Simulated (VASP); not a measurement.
# Ir (C2/m) in VASP: further runs

Ir is run at these levels: LDA; tasks: single point.

Program: VASP 6.6.1. These are calculated values, not measurements. Logs are shortened: lines on timing, memory, paths and dates and some standing lists are left out, and cuts for length are marked.

### Step 1. The cell of the first run

It takes space group C2/m (No. 12, monoclinic). The conventional cell has a = 3.811 Å, b = 3.811 Å, c = 3.811 Å, α = 90.00°, β = 90.00°, γ = 90.00°. Within 3.3 Å of Ir (site symmetry m) lie 12 Ir at 2.49 to 2.90 Å.

### Step 2. Single point, LDA (atoms displaced along a vibrational mode)

Contents of INCAR:

```
SYSTEM = Ir
ALGO     = Fast           ! electronic algorithm
EDIFF    = 1E-6           ! SCF threshold, eV
ENCUT    = 520            ! plane-wave cutoff, eV
ISIF     = 2              ! what is computed and relaxed
ISMEAR   = 0              ! smearing method
LASPH    = .TRUE.         ! aspherical terms in the spheres
LCHARG   = .FALSE.        ! write CHGCAR
LREAL    = .FALSE.        ! projectors in reciprocal space
LWAVE    = .FALSE.        ! write WAVECAR
NBANDS   = 16             ! bands
NELM     = 60             ! most SCF steps
PREC     = Accurate       ! precision mode
SIGMA    = 0.15           ! smearing width, eV
```

Contents of KPOINTS:

```
k-points
0
G
  16 16 12
  0 0 0
```

Contents of POSCAR:

```
Ir
1.0
    0.0000000000     -1.9054060557     -1.9054060557
    0.0000000000      1.9054060557     -1.9054060557
    3.8108121114      0.0000000000      0.0000000000
Ir
2
Direct
    0.5100765923      0.4899234077      0.4719219954
   -0.0100765923      0.0100765923      0.0280780046
```

Potentials or basis: VASP PAW LDA potentials, release 64 (Ir).

On the command line:

```
> cat potpaw_LDA.64/Ir/POTCAR > POTCAR
> mpirun -np 1 vasp_std > vasp.out
```

OUTCAR:

```text
SYSTEM = Ir
   EDIFF = 1E-6
   ENCUT = 520
   ISIF = 2
   ISMEAR = 0
   LASPH = .TRUE.
   LREAL = .FALSE.
   NELM = 60
   PREC = Accurate

 ion  position               nearest neighbor table
   1  0.510  0.490  0.472-   2 2.49   2 2.55   2 2.55   2 2.61   2 2.80   2 2.85   2 2.85   2 2.90

   2  0.990  0.010  0.028-   1 2.49   1 2.55   1 2.55   1 2.61   1 2.80   1 2.85   1 2.85   1 2.90

  LATTYP: Found a simple tetragonal cell.
 ALAT       =     2.6946510858
 C/A-ratio  =     1.4142135624

  Lattice vectors:

 A1 = (   0.0000000000,  -1.9054060557,  -1.9054060557)
 A2 = (   0.0000000000,   1.9054060557,  -1.9054060557)
 A3 = (   3.8108121114,   0.0000000000,   0.0000000000)

Analysis of symmetry for initial positions (statically):
=====================================================================
 Subroutine PRICEL returns:
 Original cell was already a primitive cell.

 Routine SETGRP: Setting up the symmetry group for a
 simple tetragonal supercell.

 Subroutine GETGRP returns: Found  4 space group operations
 (whereof  2 operations were pure point group operations)
 out of a pool of 16 trial point group operations.

The static configuration has the point symmetry C_1h.
 The point group associated with its full space group is C_2h.

Analysis of symmetry for dynamics (positions and initial velocities):
=====================================================================
 Subroutine PRICEL returns:
 Original cell was already a primitive cell.

 Routine SETGRP: Setting up the symmetry group for a
 simple tetragonal supercell.

 Subroutine GETGRP returns: Found  4 space group operations
 (whereof  2 operations were pure point group operations)
 out of a pool of 16 trial point group operations.

The dynamic configuration has the point symmetry C_1h.
 The point group associated with its full space group is C_2h.

 Subroutine INISYM returns: Found  4 space group operations
 (whereof  2 operations are pure point group operations),
 and found     1 'primitive' translations

----------------------------------------------------------------------------------------

                                     Primitive cell

  volume of cell :      27.6709

  direct lattice vectors                    reciprocal lattice vectors
     0.000000000 -1.905406056 -1.905406056     0.000000000 -0.262411258 -0.262411258
     0.000000000  1.905406056 -1.905406056     0.000000000  0.262411258 -0.262411258
     3.810812111  0.000000000  0.000000000     0.262411258  0.000000000  0.000000000

  length of vectors
     2.694651086  2.694651086  3.810812111     0.371105560  0.371105560  0.262411258

[... 84 lines left out ...]
   IBRION =     -1    ionic relax: 0-MD 1-quasi-New 2-CG
   NFREE  =      0    steps in history (QN), initial steepest desc. (CG)
   ISIF   =      2    stress and relaxation
   ISYM   =      2    0-nonsym 1-usesym 2-fastsym
   POTIM  = 0.5000    time-step for ionic-motion
   TEBEG  =    0.0;   TEEND  =   0.0 temperature during run
   PSTRESS=    0.0 pullay stress
   NELECT =      18.0000    total number of electrons
   NUPDOWN=      -1.0000    fix difference up-down
   EMIN   =  10.00;   EMAX   =-10.00  energy-range for DOS
   EFERMI =   0.00;   METHOD = LEGACY
   ISMEAR =     0;   SIGMA  =   0.15  broadening in eV -4-tet -1-fermi 0-gaus
   EFERMI_NEDOS =   21; number of points for ismear=-14 and -15
   IALGO  =     68    algorithm
   IMIX   =      4    mixing-type and parameters
     AMIX     =   0.40;   BMIX     =  1.00
     AMIX_MAG =   1.60;   BMIX_MAG =  1.00
  volume/ion in A,a.u.               =      13.84        93.37
  Fermi-wavevector in a.u.,A,eV,Ry     =   1.418485  2.680548 27.376284  2.012100
  Thomas-Fermi vector in A             =   2.539606
   LORBIT       =      0    0 simple, 1 ext, 2 COOP (PROOUT), +10 PAW based schemes
   GGA     = CA    functional components
   LHFCALC =     F    Hartree Fock is set to
   AEXX    =    0.0000 exact exchange contribution
   IVDW    =     0    specifies the selected vdW correction
   LEPSILON=     F    determine dielectric tensor
   LRPA    =     F    only Hartree local field effects (RPA)
 non-spin polarized calculation
 RMM-DIIS sequential band-by-band and
 Gauss-broadening in eV      SIGMA  =   0.15
  energy-cutoff  :      520.00
  volume of cell :       27.67
 maximum number of plane-waves:       776
   NGX = 11   NGY = 11   NGZ = 15

 number of electron      18.0000001 magnetization

 Free energy of the ion-electron system (eV)
  ---------------------------------------------------
  ext. energy  EPLUGINS =         0.00000000
  ---------------------------------------------------
  free energy    TOTEN  =       -20.28925948 eV

  energy without entropy =      -20.26858410  energy(sigma->0) =      -20.27892179

 E-fermi :  10.8095     XC(G=0): -14.2412

 val. band max:       10.8083245637   @ k =   0.3125   0.2500   0.3333
 cond. band min:      10.8104385960   @ k =   0.5000   0.0000   0.2500
 fundamental gap:      0.0021140323
 Fermi energy:        10.8095090292

 k-point     1 :       0.0000    0.0000    0.0000
  band No.  band energies     occupation
      1      -0.6351      2.00000
      2       2.4401      2.00000
      3       2.8452      2.00000
      4       6.5211      2.00000
      5       6.5534      2.00000
      6       6.8248      2.00000
[... 433 lines left out ...]
      3       5.1625      2.00000
      4       5.2367      2.00000
      5       6.1397      2.00000
      6       6.4716      2.00000
[... 8 lines left out ...]
     15      26.0634      0.00000
     16      26.7039      0.00000

 [... further k-points ...]

------------------------ aborting loop because EDIFF is reached ----------------------------------------

  FORCE on cell =-STRESS in cart. coord.  units (eV):
  Direction    XX          YY          ZZ          XY          YZ          ZX
  --------------------------------------------------------------------------------------
  -------------------------------------------------------------------------------------
  Total        2.6379251      2.3040343      2.0330266      1.0612827      0.0000000      0.0000000
  in kB      152.7391717    133.4064764    117.7147872     61.4495992      0.0000000      0.0000000
  external PRESSURE =     134.6201451 kB  Pullay stress =       0.0000000 kB

 VOLUME and BASIS-vectors are now :
 -----------------------------------------------------------------------------
  energy-cutoff  :      520.00
  volume of cell :       27.67
      direct lattice vectors                 reciprocal lattice vectors
     0.000000000 -1.905406056 -1.905406056     0.000000000 -0.262411258 -0.262411258
     0.000000000  1.905406056 -1.905406056     0.000000000  0.262411258 -0.262411258
     3.810812111  0.000000000  0.000000000     0.262411258  0.000000000  0.000000000

 POSITION                                       TOTAL-FORCE (eV/Angst)
 -----------------------------------------------------------------------------------
      1.79841     -0.03840     -1.90541         3.330804      0.810958      0.000000
      0.10700     -1.86701     -1.90541        -3.330804     -0.810958      0.000000
 -----------------------------------------------------------------------------------
    total drift:                                0.000000      0.000000     -0.000000

  FREE ENERGIE OF THE ION-ELECTRON SYSTEM (eV)
  ---------------------------------------------------
  free  energy   TOTEN  =       -20.2892594847 eV

  energy  without entropy=      -20.2685841042  energy(sigma->0) =      -20.27892179
```

OSZICAR:

```text
N       E                     dE             d eps       ncg     rms          rms(c)
DAV:   1     0.149899891062E+03    0.14990E+03   -0.82554E+03 26480   0.113E+03
DAV:   2    -0.175028156288E+02   -0.16740E+03   -0.15087E+03 26448   0.316E+02
DAV:   3    -0.214248493577E+02   -0.39220E+01   -0.38760E+01 36776   0.595E+01
DAV:   4    -0.214718022640E+02   -0.46953E-01   -0.46942E-01 30384   0.541E+00
DAV:   5    -0.214732012221E+02   -0.13990E-02   -0.13989E-02 37736   0.973E-01    0.254E+01
RMM:   6    -0.204866018926E+02    0.98660E+00   -0.98115E-01 26749   0.111E+01    0.102E+01
RMM:   7    -0.202956407607E+02    0.19096E+00   -0.58178E-01 28091   0.579E+00    0.208E+00
RMM:   8    -0.202965047689E+02   -0.86401E-03   -0.84360E-02 31162   0.326E+00    0.176E+00
RMM:   9    -0.202958534961E+02    0.65127E-03   -0.19892E-02 31885   0.104E+00    0.896E-01
RMM:  10    -0.202896351109E+02    0.62184E-02   -0.18776E-02 28163   0.185E+00    0.573E-01
RMM:  11    -0.202894114442E+02    0.22367E-03   -0.17334E-03 29464   0.445E-01    0.371E-01
RMM:  12    -0.202893164801E+02    0.94964E-04   -0.68786E-04 31274   0.231E-01    0.225E-01
RMM:  13    -0.202893454560E+02   -0.28976E-04   -0.22280E-04 37095   0.922E-02    0.259E-01
RMM:  14    -0.202893398926E+02    0.55634E-05   -0.64295E-06 28947   0.186E-02    0.253E-01
RMM:  15    -0.202893420035E+02   -0.21109E-05   -0.23791E-06 20541   0.113E-02    0.258E-01
RMM:  16    -0.202893078497E+02    0.34154E-04   -0.36193E-04 52674   0.181E-01    0.822E-02
RMM:  17    -0.202892587341E+02    0.49116E-04   -0.17623E-04 52190   0.778E-02    0.137E-02
RMM:  18    -0.202892594847E+02   -0.75057E-06   -0.21638E-06 21702   0.117E-02
   1 F= -.20289259E+02 E0= -.20278922E+02  d E =-.206754E-01
```

stdout:

```text
POSCAR found type information on POSCAR Ir
 POSCAR found :  1 types and       2 ions
 scaLAPACK will be used
 LDA part: xc-table for (Slater(with rela. corr.)+CA(PZ))
 , standard interpolation
 POSCAR, INCAR and KPOINTS ok, starting setup
 FFT: planning ... GRIDC
 FFT: planning ... GRID_SOFT
 FFT: planning ... GRID
 WAVECAR not read
 entering main loop
```

Run time: 7.4 min. Hardware: 1 thread of Intel Xeon 8259CL, shared host; peak memory 0.39 GiB.

Results:

```
Free energy            : -20.2893 eV
Pressure               : 13.5 GPa
Largest force          : 3.428 eV/Å
Band gap on the k mesh : zero (bands 9 and 10 overlap by 2.70 eV)
```

Forces on the atoms (eV/Å):
```
Ir   3.331  0.811  0.000
Ir  -3.331 -0.811  0.000
```

Caveat: the cell differs from its parent crystal (atoms displaced along a vibrational mode); the cell stands under pressure; spin-orbit coupling is left out, which moves the levels of the heavy elements; forces of over 1 eV/Å act on the atoms, so gaps and moduli don't describe the material at rest.

### Step 3. Single point, LDA (atoms displaced along a vibrational mode)

Contents of INCAR:

```
SYSTEM = Ir
ALGO = Fast ; EDIFF = 1E-6
ENCUT = 520 ; GGA = CA
ISIF = 2 ; ISMEAR = 0
LASPH = .TRUE. ; LCHARG = .FALSE.
LREAL = .FALSE. ; LWAVE = .FALSE.
NBANDS = 16 ; NELM = 80
PREC = Accurate ; SIGMA = 0.15
```

KPOINTS is that of step 2.

Contents of POSCAR:

```
Ir
1.0
    0.0000000000     -1.9054060557     -1.9054060557
    0.0000000000      1.9054060557     -1.9054060557
    3.8108121114      0.0000000000      0.0000000000
Ir
2
Direct
    0.5050382962      0.4949617038      0.4775375963
   -0.0050382962      0.0050382962      0.0224624037
```

Potentials or basis: VASP PAW LDA potentials, release 64 (Ir).

On the command line:

```
> cat potpaw_LDA.64/Ir/POTCAR > POTCAR
> mpirun -np 1 vasp_std > vasp.out
```

Wall time 6.6 min (1 thread of Intel Xeon 8259CL, shared host); peak memory 0.39 GiB.

The run converged. Its results:

* Free energy: -20.4370 eV
* Pressure: 9.3 GPa
* Largest force: 2.569 eV/Å
* Band gap on the k mesh: zero (bands 9 and 10 overlap by 2.88 eV)

Forces in eV/Å, atoms in the order of the input:
```
Ir   2.542  0.372  0.000
Ir  -2.542 -0.372  0.000
```

Stress tensor (GPa, compression positive):
```
10.37  2.46  0.00
 2.46  8.94  0.00
 0.00  0.00  8.58
```

Levels at points of the mesh, in eV from the Fermi level:
```tsv
k point	band 6	band 7	band 8	band 9	band 10	band 11	band 12	band 13
(0.00, 0.00, 0.00)	-4.03	-1.47	-1.45	0.91	1.42	1.44	2.10	10.47
(0.50, 0.00, 0.00)	-4.37	-3.13	-3.08	-1.12	-0.92	2.79	2.98	11.00
(0.50, 0.50, 0.00)	0.83	1.34	1.34	1.43	1.44	1.72	1.78	10.51
(0.00, 0.00, 0.50)	-2.69	-2.64	-2.07	-1.45	-1.44	-0.90	0.19	16.20
(0.50, 0.00, 0.50)	-4.11	-0.92	-0.87	0.79	0.91	0.96	0.99	7.22
(0.50, 0.50, 0.50)	-4.47	-1.76	-1.76	1.44	1.44	8.03	8.21	8.26
```

Caveat: the cell differs from its parent crystal (atoms displaced along a vibrational mode); the cell stands under pressure; spin-orbit coupling is left out, which moves the levels of the heavy elements; forces of over 1 eV/Å act on the atoms, so gaps and moduli don't describe the material at rest.

### Step 4. Single point, LDA (atoms displaced along a vibrational mode)

Contents of INCAR:

```
SYSTEM = Ir
PREC = Accurate
ENCUT = 520
EDIFF = 1E-6
ISMEAR = 0
SIGMA = 0.15
LREAL = .FALSE.
LASPH = .TRUE.
NELM = 60
ALGO = Fast
ISIF = 2
LWAVE = .FALSE.
LCHARG = .FALSE.
GGA = CA
NBANDS = 16
```

Contents of KPOINTS:

```
regular mesh
0
G
  16 16 12
  0 0 0
```

Contents of POSCAR:

```
Ir
1.0
    0.0000000000     -1.9054060557     -1.9054060557
    0.0000000000      1.9054060557     -1.9054060557
    3.8108121114      0.0000000000      0.0000000000
Ir
2
Direct
    0.5151148885      0.4848851115      0.4775375963
   -0.0151148885      0.0151148885      0.0224624037
```

Potentials or basis: VASP PAW LDA potentials, release 64 (Ir).

On the command line:

```
> cat potpaw_LDA.64/Ir/POTCAR > POTCAR
> mpirun -np 1 vasp_std > vasp.out
```

OUTCAR:

```text
SYSTEM = Ir
   PREC = Accurate
   ENCUT = 520
   EDIFF = 1E-6
   ISMEAR = 0
   LREAL = .FALSE.
   LASPH = .TRUE.
   NELM = 60
   ISIF = 2
   GGA = CA

 ion  position               nearest neighbor table
   1  0.515  0.485  0.478-   2 2.49   2 2.58   2 2.58   2 2.66   2 2.74   2 2.82   2 2.82   2 2.90

   2  0.985  0.015  0.022-   1 2.49   1 2.58   1 2.58   1 2.66   1 2.74   1 2.82   1 2.82   1 2.90

  LATTYP: Found a simple tetragonal cell.
 ALAT       =     2.6946510858
 C/A-ratio  =     1.4142135624

  Lattice vectors:

[... 647 lines left out ...]

  FORCE on cell =-STRESS in cart. coord.  units (eV):
  Direction    XX          YY          ZZ          XY          YZ          ZX
  --------------------------------------------------------------------------------------
  -------------------------------------------------------------------------------------
  Total        2.1921147      1.9390001      1.3501594      1.2746059      0.0000000      0.0000000
  in kB      126.9261882    112.2705359     78.1759245     73.8012792      0.0000000      0.0000000
  external PRESSURE =     105.7908829 kB  Pullay stress =       0.0000000 kB

 VOLUME and BASIS-vectors are now :
 -----------------------------------------------------------------------------
  energy-cutoff  :      520.00
  volume of cell :       27.67
      direct lattice vectors                 reciprocal lattice vectors
     0.000000000 -1.905406056 -1.905406056     0.000000000 -0.262411258 -0.262411258
     0.000000000  1.905406056 -1.905406056     0.000000000  0.262411258 -0.262411258
     3.810812111  0.000000000  0.000000000     0.262411258  0.000000000  0.000000000

 POSITION                                       TOTAL-FORCE (eV/Angst)
 -----------------------------------------------------------------------------------
      1.81981     -0.05760     -1.90541         2.650282      1.120822      0.000000
      0.08560     -1.84781     -1.90541        -2.650282     -1.120822      0.000000
 -----------------------------------------------------------------------------------
    total drift:                                0.000000     -0.000000     -0.000000

  FREE ENERGIE OF THE ION-ELECTRON SYSTEM (eV)
  ---------------------------------------------------
  free  energy   TOTEN  =       -20.3797550764 eV

  energy  without entropy=      -20.3585080284  energy(sigma->0) =      -20.36913155
```

OSZICAR:

```text
N       E                     dE             d eps       ncg     rms          rms(c)
DAV:   1     0.149531642937E+03    0.14953E+03   -0.82549E+03 26488   0.113E+03
DAV:   2    -0.176069662154E+02   -0.16714E+03   -0.15065E+03 26440   0.316E+02
DAV:   3    -0.215232858121E+02   -0.39163E+01   -0.38684E+01 36616   0.594E+01
DAV:   4    -0.215701224958E+02   -0.46837E-01   -0.46825E-01 30672   0.541E+00
DAV:   5    -0.215714942803E+02   -0.13718E-02   -0.13718E-02 37472   0.959E-01    0.249E+01
RMM:   6    -0.205749492288E+02    0.99655E+00   -0.10013E+00 26775   0.112E+01    0.991E+00
RMM:   7    -0.203863460723E+02    0.18860E+00   -0.57874E-01 28089   0.576E+00    0.209E+00
RMM:   8    -0.203879913504E+02   -0.16453E-02   -0.82340E-02 31176   0.321E+00    0.184E+00
RMM:   9    -0.203875911570E+02    0.40019E-03   -0.20235E-02 31909   0.107E+00    0.997E-01
RMM:  10    -0.203802242030E+02    0.73670E-02   -0.18012E-02 28124   0.182E+00    0.712E-01
RMM:  11    -0.203800213625E+02    0.20284E-03   -0.15632E-03 29947   0.384E-01    0.463E-01
RMM:  12    -0.203798645805E+02    0.15678E-03   -0.58762E-04 30393   0.231E-01    0.297E-01
RMM:  13    -0.203798807135E+02   -0.16133E-04   -0.19722E-04 32669   0.884E-02    0.324E-01
RMM:  14    -0.203798796698E+02    0.10437E-05   -0.27281E-05 33557   0.396E-02    0.321E-01
RMM:  15    -0.203798278480E+02    0.51822E-04   -0.23080E-05 29580   0.557E-02    0.238E-01
RMM:  16    -0.203797584594E+02    0.69389E-04   -0.30416E-04 43183   0.186E-01    0.237E-02
RMM:  17    -0.203797552402E+02    0.32192E-05   -0.92590E-06 29172   0.338E-02    0.297E-02
RMM:  18    -0.203797550764E+02    0.16373E-06   -0.95799E-06 29711   0.189E-02
   1 F= -.20379755E+02 E0= -.20369132E+02  d E =-.212470E-01
```

stdout:

```text
POSCAR found type information on POSCAR Ir
 POSCAR found :  1 types and       2 ions
 scaLAPACK will be used
 LDA part: xc-table for (Slater(with rela. corr.)+CA(PZ))
 , standard interpolation
 POSCAR, INCAR and KPOINTS ok, starting setup
 FFT: planning ... GRIDC
 FFT: planning ... GRID_SOFT
 FFT: planning ... GRID
 WAVECAR not read
 entering main loop
```

It took 7.8 min on 1 thread of Intel Xeon 8259CL, shared host; peak memory 0.39 GiB.

Results:

* Free energy: -20.3798 eV
* Pressure: 10.6 GPa
* Largest force: 2.878 eV/Å
* Band gap on the k mesh: zero (bands 9 and 10 overlap by 2.82 eV)

Forces on the atoms (eV/Å):
```
Ir   2.650  1.121  0.000
Ir  -2.650 -1.121  0.000
```

Levels at points of the mesh, in eV from the Fermi level:
```csv
k point,band 6,band 7,band 8,band 9,band 10,band 11,band 12,band 13
"(0.00, 0.00, 0.00)",-3.95,-1.52,-1.42,0.84,1.31,1.48,2.10,10.44
"(0.50, 0.00, 0.00)",-4.31,-3.07,-2.99,-1.28,-0.69,2.59,3.17,10.67
"(0.50, 0.50, 0.00)",0.79,1.27,1.33,1.39,1.46,1.72,2.12,10.42
"(0.00, 0.00, 0.50)",-2.93,-2.54,-1.93,-1.46,-1.40,-0.81,0.23,16.00
"(0.50, 0.00, 0.50)",-4.04,-0.99,-0.83,0.68,0.84,0.96,1.07,7.11
"(0.50, 0.50, 0.50)",-4.48,-1.74,-1.69,1.42,1.45,7.60,8.13,8.27
```

Caveat: the cell differs from its parent crystal (atoms displaced along a vibrational mode); the cell stands under pressure; spin-orbit coupling is left out, which moves the levels of the heavy elements; forces of over 1 eV/Å act on the atoms, so gaps and moduli don't describe the material at rest.

### Step 5. Overview

| cell | gap on the mesh (eV) | pressure (GPa) | largest force (eV/Å) |
| --- | --- | --- | --- |
| as given, atomic positions A | none | 13.5 | 3.43 |
| as given, atomic positions B | none | 9.3 | 2.57 |
| as given, atomic positions C | none | 10.6 | 2.88 |

Alike in all rows: task single point; level LDA; potentials or basis VASP PAW LDA potentials, release 64 (Ir); no spin polarisation; k mesh 16 × 16 × 12; cutoff (eV) 520; smearing gaussian 0.15 eV.

Caveats: the cell stands under pressure; spin-orbit coupling is left out, which moves the levels of the heavy elements; forces of over 1 eV/Å act on the atoms, so gaps and moduli don't describe the material at rest.

Total energies depend on the potentials used, so only differences within one code and one set of settings carry meaning.
